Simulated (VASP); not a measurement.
Input of a VASP 6.6.1 run:

INCAR

```
SYSTEM = Si7B
  ALGO = Normal
  EDIFF = 1E-6
  ENCUT = 500
  GGA = PE
  GGA_COMPAT = .FALSE.
  ISIF = 2
  ISMEAR = 0
  LASPH = .TRUE.
  LCHARG = .FALSE.
  LREAL = .FALSE.
  LWAVE = .FALSE.
  NBANDS = 26
  NELM = 120
  PREC = Accurate
  SIGMA = 0.2
```

KPOINTS

```
k-points
0
G
  3 3 3
  0 0 0
```

The input POSCAR:

```
Si7B
1.0
    5.1282163487      0.0000000000      0.0000000000
    0.0000000000      5.1282163487      0.0000000000
    0.0000000000      0.0000000000      4.5612120676
Si B
7 1
Direct
    0.0000000000      0.0000000000      0.9165602913
    0.7997040231      0.6439403059      0.4168527087
    0.2002959769      0.3560596941      0.4168527087
    0.3560596941      0.7997040231      0.4168527087
    0.6439403059      0.2002959769      0.4168527087
    0.0000000000      0.5000000000     -0.0809543741
    0.5000000000      0.0000000000     -0.0809543741
    0.0000000000      0.0000000000      0.4218564820
```

Potentials or basis: VASP PAW PBE potentials, release 64 (Si, B).

Run with:

```sh
$ cat potpaw_PBE.64/Si/POTCAR potpaw_PBE.64/B/POTCAR > POTCAR
$ mpirun -np 1 vasp_std > vasp.out
```

(1) Predict the largest force.

(2) Predict the pressure.

(3) Estimate the band gap on the k mesh.

Results:

(1) 0.047 eV/Å.

(2) 0.0 GPa.

(3) zero (an odd number of electrons rules out a gap without spin polarisation).

Caveat: the k points lie up to 0.46 Å⁻¹ apart, too coarse for converged energies and pressures of a metal.
